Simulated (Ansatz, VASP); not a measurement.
## ScZn in VASP and in Ansatz

```
Sc Zn
1.0
     3.35000    0.00000    0.00000
     0.00000    3.35000    0.00000
     0.00000    0.00000    3.28300
Sc Zn
1 1
Direct
  0.00000 0.00000 0.00000
  0.50000 0.50000 0.50000
```

Change from the starting cell: zz strain of -2 %.

Alike in both runs: task single point; functional PBEsol; k mesh 10 × 10 × 10; occupations fermi-dirac, width 0.03 eV; no spin polarisation.

|  | VASP | Ansatz |
| --- | --- | --- |
| version | VASP 6.6.1 | Ansatz 0.2.0 |
| potentials or method | VASP PAW PBE potentials, release 64 (Sc_sv, Zn), cutoff 520 eV | all-electron LAPW, scalar-relativistic |

```csv
,VASP,Ansatz,Ansatz less VASP
pressure (GPa),-1.7,-1.9,-0.15
"traceless stress, the component that is largest in VASP (GPa)",0.72,0.73,+0.008
```

VASP's potentials were made for PBE, not for PBEsol. Ansatz ran all-electron here, and VASP with PAW potentials.
